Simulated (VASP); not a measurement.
# Si (P6_3/mmc) in VASP: relaxation of the atoms with PBE

Aim: the relaxation of the atoms of Si with PBE.

All numbers are computed with VASP 6.6.1; they aren't measurements. Logs are shortened: lines on timing, memory, paths and dates and some standing lists are left out, and cuts for length are marked.

### 1 The cell of the first run

The structure is hexagonal, space group P6_3/mmc (No. 194). Conventional cell: a = 3.795 Å, b = 3.795 Å, c = 12.710 Å, α = 90.00°, β = 90.00°, γ = 120.00°. Within 3.1 Å of Si (site symmetry 3m) lie 4 Si at 2.33 to 2.38 Å. Within 3.1 Å of Si (site symmetry 3m) lie 4 Si at 2.33 to 2.38 Å.

### 2 Relaxation of the atoms, PBE

Contents of INCAR:

```
PREC     = Accurate       # precision mode
ENCUT    = 520            # plane-wave cutoff, eV
EDIFF    = 1E-6           # SCF threshold, eV
ISMEAR   = -1             # smearing method
SIGMA    = 0.05           # smearing width, eV
LREAL    = False          # projectors in reciprocal space
LASPH    = True           # aspherical terms in the spheres
NELM     = 100            # most SCF steps
ALGO     = Normal         # electronic algorithm
ISIF     = 2              # what is computed and relaxed
LWAVE    = False          # write WAVECAR
LCHARG   = False          # write CHGCAR
GGA      = PE             # functional
IBRION   = 2              # ionic algorithm
NSW      = 80             # ionic steps
EDIFFG   = -0.02          # ionic threshold
```

Contents of KPOINTS:

```
Automatic mesh
0
Gamma
  8 8 3
```

Contents of POSCAR:

```
Si
1.0
    3.7948000000      0.0000000000      0.0000000000
   -1.8974000000      3.2863932023      0.0000000000
    0.0000000000      0.0000000000     12.7099000000
Si
8
Direct
    0.0000000000      0.0000000000      0.4062000000
    0.0000000000      0.0000000000      0.9062000000
    0.0000000000      0.0000000000      0.0938000000
    0.0000000000      0.0000000000      0.5938000000
    0.3333333333      0.6666666667      0.3437000000
    0.6666666667      0.3333333333      0.8437000000
    0.3333333333      0.6666666667      0.1563000000
    0.6666666667      0.3333333333      0.6563000000
```

Potentials or basis: VASP PAW PBE potentials, release 64 (Si).

On the command line:

```console
$ cat potpaw_PBE.64/Si/POTCAR > POTCAR
$ mpirun -np 1 vasp_std > vasp.out
```

OUTCAR:

```text
PREC = Accurate
   ENCUT = 520
   EDIFF = 1E-6
   ISMEAR = -1
   LREAL = False
   LASPH = True
   NELM = 100
   ISIF = 2
   GGA = PE
   IBRION = 2
   NSW = 80
   EDIFFG = -0.02

 ion  position               nearest neighbor table
   1  0.000  0.000  0.406-   5 2.33   5 2.33   5 2.33   4 2.38
   2  0.000  0.000  0.906-   6 2.33   6 2.33   6 2.33   3 2.38
   3  0.000  0.000  0.094-   7 2.33   7 2.33   7 2.33   2 2.38
   4  0.000  0.000  0.594-   8 2.33   8 2.33   8 2.33   1 2.38
   5  0.333  0.667  0.344-   1 2.33   1 2.33   1 2.33   7 2.38
   6  0.667  0.333  0.844-   2 2.33   2 2.33   2 2.33   8 2.38
   7  0.333  0.667  0.156-   3 2.33   3 2.33   3 2.33   5 2.38
   8  0.667  0.333  0.656-   4 2.33   4 2.33   4 2.33   6 2.38

  LATTYP: Found a hexagonal cell.
 ALAT       =     3.7948000000
 C/A-ratio  =     3.3492937704

  Lattice vectors:

 A1 = (   3.7948000000,   0.0000000000,   0.0000000000)
 A2 = (  -1.8974000000,   3.2863932023,   0.0000000000)
 A3 = (   0.0000000000,   0.0000000000,  12.7099000000)

Analysis of symmetry for initial positions (statically):
=====================================================================
 Subroutine PRICEL returns:
 Original cell was already a primitive cell.

 Routine SETGRP: Setting up the symmetry group for a
 hexagonal supercell.

 Subroutine GETGRP returns: Found 24 space group operations
 (whereof 12 operations were pure point group operations)
 out of a pool of 24 trial point group operations.

The static configuration has the point symmetry D_3d.
 The point group associated with its full space group is D_6h.

Analysis of symmetry for dynamics (positions and initial velocities):
=====================================================================
 Subroutine PRICEL returns:
 Original cell was already a primitive cell.

 Routine SETGRP: Setting up the symmetry group for a
 hexagonal supercell.

 Subroutine GETGRP returns: Found 24 space group operations
 (whereof 12 operations were pure point group operations)
 out of a pool of 24 trial point group operations.

The dynamic configuration has the point symmetry D_3d.
 The point group associated with its full space group is D_6h.

 Subroutine INISYM returns: Found 24 space group operations
 (whereof 12 operations are pure point group operations),
 and found     1 'primitive' translations

----------------------------------------------------------------------------------------

                                     Primitive cell

  volume of cell :     158.5078
[... 85 lines left out ...]
   NGXF,Y,Z  is equivalent  to a cutoff of  24.53, 24.53, 25.11 a.u.
 SYSTEM =  unknown system
   PREC   = accura    normal or accurate (medium, high low for compatibility)
   ISTART =      0    job   : 0-new  1-cont  2-samecut
   ICHARG =      2    charge: 1-file 2-atom 10-const
   ISPIN  =      1    spin polarized calculation?
   LNONCOLLINEAR =      F non collinear calculations
   LSORBIT =      F    spin-orbit coupling
   LASPH  =      T    aspherical Exc in radial PAW
   ENCUT  =  520.0 eV  38.22 Ry    6.18 a.u.   7.06  7.06 23.63*2*pi/ulx,y,z
   NELM   =    100;   NELMIN=  2; NELMDL= -5     # of ELM steps
   EDIFF  = 0.1E-05   stopping-criterion for ELM
   LREAL  =      F    real-space projection
   EDIFFG = -.2E-01   stopping-criterion for IOM
   NSW    =     80    number of steps for IOM
   IBRION =      2    ionic relax: 0-MD 1-quasi-New 2-CG
   NFREE  =      1    steps in history (QN), initial steepest desc. (CG)
   ISIF   =      2    stress and relaxation
   ISYM   =      2    0-nonsym 1-usesym 2-fastsym
   POTIM  = 0.5000    time-step for ionic-motion
   TEBEG  =    0.0;   TEEND  =   0.0 temperature during run
   PSTRESS=    0.0 pullay stress
   NELECT =      32.0000    total number of electrons
   NUPDOWN=      -1.0000    fix difference up-down
   EMIN   =  10.00;   EMAX   =-10.00  energy-range for DOS
   EFERMI =   0.00;   METHOD = LEGACY
   ISMEAR =    -1;   SIGMA  =   0.05  broadening in eV -4-tet -1-fermi 0-gaus
   EFERMI_NEDOS =   21; number of points for ismear=-14 and -15
   IALGO  =     38    algorithm
   IMIX   =      4    mixing-type and parameters
     AMIX     =   0.40;   BMIX     =  1.00
     AMIX_MAG =   1.60;   BMIX_MAG =  1.00
  volume/ion in A,a.u.               =      19.81       133.71
  Fermi-wavevector in a.u.,A,eV,Ry     =   0.960376  1.814848 12.548954  0.922322
  Thomas-Fermi vector in A             =   2.089655
   LORBIT       =      0    0 simple, 1 ext, 2 COOP (PROOUT), +10 PAW based schemes
   GGA     = PE    functional components
   LHFCALC =     F    Hartree Fock is set to
   AEXX    =    0.0000 exact exchange contribution
   IVDW    =     0    specifies the selected vdW correction
   LEPSILON=     F    determine dielectric tensor
   LRPA    =     F    only Hartree local field effects (RPA)
 conjugate gradient relaxation of ions
 non-spin polarized calculation
  energy-cutoff  :      520.00
  volume of cell :      158.51
 maximum number of plane-waves:      4290
   NGX = 15   NGY = 15   NGZ = 47

--------------------------------------- Ionic step        1  -------------------------------------------

 number of electron      32.0000001 magnetization

 Free energy of the ion-electron system (eV)
  ---------------------------------------------------
  ext. energy  EPLUGINS =         0.00000000
  ---------------------------------------------------
  free energy    TOTEN  =       -43.28857714 eV

  energy without entropy =      -43.28849521  energy(sigma->0) =      -43.28853617

------------------------ aborting loop because EDIFF is reached ----------------------------------------

  FORCE on cell =-STRESS in cart. coord.  units (eV):
  Direction    XX          YY          ZZ          XY          YZ          ZX
  --------------------------------------------------------------------------------------
  -------------------------------------------------------------------------------------
  Total        4.3462593      4.3462593     -0.0484677      0.0000000      0.0000000      0.0000000
  in kB       43.9314626     43.9314627     -0.4899057      0.0000000      0.0000000      0.0000000
  external PRESSURE =      29.1243399 kB  Pullay stress =       0.0000000 kB
[... 113 lines left out ...]
--------------------------------------- Ionic step        4  -------------------------------------------

 number of electron      32.0000001 magnetization

 Free energy of the ion-electron system (eV)
  ---------------------------------------------------
  ext. energy  EPLUGINS =         0.00000000
  ---------------------------------------------------
  free energy    TOTEN  =       -43.29984076 eV

  energy without entropy =      -43.29973094  energy(sigma->0) =      -43.29978585

 E-fermi :   6.3618     XC(G=0):  -9.4499

 val. band max:        6.1082339455   @ k =   0.0000   0.0000   0.0000
 cond. band min:       6.6894146108   @ k =   0.5000  -0.0000   0.0000
 fundamental gap:      0.5811806654
 Fermi energy:         6.3618041482

 k-point     1 :       0.0000    0.0000    0.0000
  band No.  band energies     occupation
      1      -6.1056      2.00000
      2      -5.3333      2.00000
      3      -5.3230      2.00000
      4      -3.8624      2.00000
      5      -1.1291      2.00000
      6       1.8162      2.00000
[... 504 lines left out ...]
  FREE ENERGIE OF THE ION-ELECTRON SYSTEM (eV)
  ---------------------------------------------------
  free  energy   TOTEN  =       -43.2998407617 eV

  energy  without entropy=      -43.2997309370  energy(sigma->0) =      -43.29978585

 reached required accuracy - stopping structural energy minimisation
```

OSZICAR:

```text
N       E                     dE             d eps       ncg     rms          rms(c)
DAV:   1     0.800048445895E+02    0.80005E+02   -0.12319E+04   840   0.126E+03
DAV:   2    -0.380392628860E+02   -0.11804E+03   -0.11214E+03  1126   0.169E+02
DAV:   3    -0.439211742152E+02   -0.58819E+01   -0.57806E+01  1080   0.366E+01
[... 24 lines left out ...]
   3 F= -.43299621E+02 E0= -.43299564E+02  d E =-.110442E-01
       N       E                     dE             d eps       ncg     rms          rms(c)
DAV:   1    -0.432998259384E+02   -0.20436E-03   -0.61579E-03   850   0.377E-01    0.376E-02
DAV:   2    -0.432998411564E+02   -0.15218E-04   -0.34987E-04  1025   0.115E-01    0.116E-02
DAV:   3    -0.432998404120E+02    0.74444E-06   -0.22197E-05  1041   0.240E-02    0.664E-03
DAV:   4    -0.432998407617E+02   -0.34970E-06   -0.25652E-06   697   0.821E-03
   4 F= -.43299841E+02 E0= -.43299786E+02  d E =-.219435E-03
```

Wall time 4.7 min (1 thread of AMD EPYC 7R13, shared host); peak memory 0.24 GiB.

What came out:

```yaml
Free_energy: -43.2998 eV
Energy_gained_by_relaxing: 1.4 meV/atom
Ionic_steps: 4
Pressure_after_relaxing: 2.8 GPa
Largest_force_after_relaxing: 0.007 eV/Å
Band_gap_on_the_k_mesh: 0.58 eV, indirect (least direct gap 1.48 eV)
```

Forces on the atoms (eV/Å):
```
Si   0.000  0.000  0.003
Si   0.000  0.000  0.003
Si   0.000  0.000 -0.003
Si   0.000  0.000 -0.003
Si   0.000  0.000  0.007
Si   0.000  0.000  0.007
Si   0.000  0.000 -0.007
Si   0.000  0.000 -0.007
```

Stress tensor (GPa, compression positive):
```
3.91 0.00 0.00
0.00 3.91 0.00
0.00 0.00 0.68
```

Step by step:
```
step  energy change (eV)  largest force (eV/Å)  pressure (GPa)
   1              0.0000                0.3364            2.91
   2             -0.0105                0.0832            2.82
   3             -0.0110                0.0407            2.83
   4             -0.0113                0.0070            2.84
```

Final structure:
```
Si
1.0
     3.79480    0.00000    0.00000
    -1.89740    3.28639    0.00000
     0.00000    0.00000   12.70990
Si
8
Direct
  0.00000 0.00000 0.40734
  0.00000 0.00000 0.90734
  0.00000 0.00000 0.09266
  0.00000 0.00000 0.59266
  0.33333 0.66667 0.34336
  0.66667 0.33333 0.84336
  0.33333 0.66667 0.15664
  0.66667 0.33333 0.65664
```

Levels at points of the mesh, in eV from the valence-band top:
```
           k point  band 12  band 13  band 14  band 15  band 16  band 17  band 18  band 19  band 20  band 21
(0.00, 0.00, 0.00)    -0.73    -0.73    -0.35     0.00     0.00     1.48     1.92     2.19     2.28     2.33
(0.50, 0.00, 0.00)    -2.40    -2.33    -2.32    -1.86    -1.37     0.58     0.63     0.97     1.42     1.49
```

A k mesh can miss the band edges. Expect the measured gap to be larger: semilocal functionals such as PBE lack the derivative discontinuity.
